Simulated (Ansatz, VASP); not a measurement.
## One calculation of Li2Se, two programs

The input INCAR:

```
SYSTEM = Li2Se
PREC = Accurate
ENCUT = 750
EDIFF = 1E-6
ISMEAR = 1
SIGMA = 0.05
LREAL = .False.
LASPH = .True.
NELM = 120
ALGO = Normal
ISIF = 2
LWAVE = .False.
LCHARG = .True.
GGA = RP
LELF = .True.
LVHAR = .True.
NBANDS = 13
GGA_COMPAT = .False.
```

The input KPOINTS:

```
Automatic mesh
0
Gamma
  8 8 8
  0 0 0
```

The input POSCAR:

```
Li2Se
1.0
    0.0000000000      2.9926641900      2.9926641900
    2.9926641900      0.0000000000      2.9926641900
    2.9926641900      2.9926641900      0.0000000000
Li Se
2 1
Direct
    0.2500000000      0.2500000000      0.2500000000
    0.7500000000      0.7500000000      0.7500000000
    0.0000000000      0.0000000000      0.0000000000
```

Input for Ansatz:

```yaml
crystal:
  lattice:
    - [0.0, 2.99266419, 2.99266419]
    - [2.99266419, 0.0, 2.99266419]
    - [2.99266419, 2.99266419, 0.0]
  atoms:
    - { symbol: Li, position: [0.25, 0.25, 0.25] }
    - { symbol: Li, position: [0.75, 0.75, 0.75] }
    - { symbol: Se, position: [0.0, 0.0, 0.0] }
basis:
  ecutwfc: 500
  ecutrho_ratio: 4
kpoints:
  mp_grid: { grid: [8, 8, 8] }
hamiltonian:
  xc: rpbe
scf:
  occupations: { method: methfessel_paxton, width: 0.05 }
  mixing: { preconditioner: kerker }
output:
  forces: true
  stress: true
```

Alike in both runs: task single point; functional RPBE; k mesh 8 × 8 × 8; occupations methfessel-paxton of order 1, width 0.05 eV; no spin polarisation.

```csv
,VASP,Ansatz
version,VASP 6.6.1,Ansatz 0.2.0
potentials or method,"VASP PAW PBE potentials, release 64 (Li_sv, Se), cutoff 750 eV","scalar-relativistic, plane waves, PAW"
valence electrons in the cell,12,22
```

Ansatz gave:

| Property | Result |
| --- | --- |
| pressure (GPa) | 1.8 |

Q: What did VASP give for the same quantities?

A: Pressure (GPa): 1.6.

VASP's potentials were made for PBE, not for RPBE. VASP's potentials hold 12 valence electrons a cell and Ansatz's 22, so a difference there can come from the potentials and not from the codes.
